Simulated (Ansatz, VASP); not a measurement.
Two plane-wave programs on Pt

```
Pt
1.0
     0.00000    1.94683    1.81055
     1.83976    0.00000    1.81055
     1.83976    1.94683    0.00000
Pt
1
Direct
  0.00000 0.00000 0.00000
```

Change from the starting cell: normal strain along x -0.0550, normal strain along z -0.0700.

Alike in both runs: task single point; functional LDA; k mesh 20 × 20 × 20; occupations gaussian, width 0.15 eV; no spin polarisation.

|  | VASP | Ansatz |
| --- | --- | --- |
| version | VASP 6.6.1 | Ansatz 0.2.0 |
| potentials or method | VASP PAW LDA potentials, release 64 (Pt), cutoff 520 eV | scalar-relativistic, plane waves, PAW |
| valence electrons in the cell | 10 | 18 |

|  | VASP | Ansatz | Ansatz less VASP |
| --- | --- | --- | --- |
| gap on the k mesh at the Fermi level (eV) | none | none | - |
| pressure (GPa) | 57.9 | 56.7 | -1.26 |
| traceless stress, the component that is largest in VASP (GPa) | -9.53 | -9.50 | +0.034 |

LDA's correlation is that of Perdew and Zunger in VASP and of Perdew and Wang (1992) in Ansatz. A gap of «none» marks a metal or a gap that the smearing closes. Both programs put the cell under a high pressure, so it lies far from rest at this level. VASP's potentials hold 10 valence electrons a cell and Ansatz's 18, so a difference there can come from the potentials and not from the codes.

Spin-orbit coupling is off throughout.
